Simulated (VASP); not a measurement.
Wanted: the native input for a VASP 6.6.1 run.

```yaml
Task: relaxation of cell and atoms
Functional: LDA
Potentials_or_basis: VASP PAW LDA potentials, release 64 (Na_pv)
Cutoff: 600 eV
k_mesh: 5 × 5 × 3
Occupations: methfessel-paxton, width 0.05 eV
Spin: no spin polarisation
Target_pressure: 30 GPa
Dipole_correction: no
Further_INCAR_settings: ALGO = Normal; EDIFF = 1e-06; IBRION = 2; EDIFFG = -0.02; NSW = 80; ISIF = 3
```

The structure of Na lies in POSCAR:

```
Na
1.0
    3.8100000000      0.0000000000      0.0000000000
   -1.9050000000      3.2995567884      0.0000000000
    0.0000000000      0.0000000000      6.2217300000
Na
2
Direct
    0.3333333333      0.6666666667      0.2500000000
    0.6666666667      0.3333333333      0.7500000000
```

One way to write it, as run:

INCAR

```
  PREC = Accurate
  ENCUT = 600
  EDIFF = 1E-6
  ISMEAR = 1
  SIGMA = 0.05
  LREAL = False
  LASPH = True
  NELM = 60
  ALGO = Normal
  ISIF = 3
  LWAVE = False
  LCHARG = False
  IBRION = 2
  NSW = 80
  EDIFFG = -0.02
  PSTRESS = 300.0
```

KPOINTS

```
regular mesh
0
Gamma
  5 5 3
```

Potentials or basis: VASP PAW LDA potentials, release 64 (Na_pv).

The run is started by

```sh
$ cat potpaw_LDA.64/Na_pv/POTCAR > POTCAR
$ mpirun -np 1 vasp_std > vasp.out
```

It gave:

The relaxed volume is 15.49 Å³/atom, the relaxed cell is a = 2.795 Å, b = 2.795 Å, c = 4.578 Å, α = 90.00°, β = 90.00°, γ = 120.00° and the space group after relaxing (to 0.05 Å) is P6_3/mmc (No. 194). The energy change on relaxing (the enthalpy is what falls) is +852.6 meV/atom. The ionic steps are 7, the pressure after relaxing is 29.9 GPa and the band gap on the k mesh is zero (band 7 reaches 5.80 eV, above the bottom of band 8 at 1.93 eV).

Caveat: the k points lie up to 0.52 Å⁻¹ apart in the final cell; the cell is relaxed towards a set pressure, so the enthalpy falls and the energy may rise; the volume moved by over 15 % at a fixed basis, so the end points are rough.

Run time: 53 s on 1 thread of AMD EPYC 7R43 64-Core Processor (Zen 3) (shared host), peak memory 0.13 GiB.
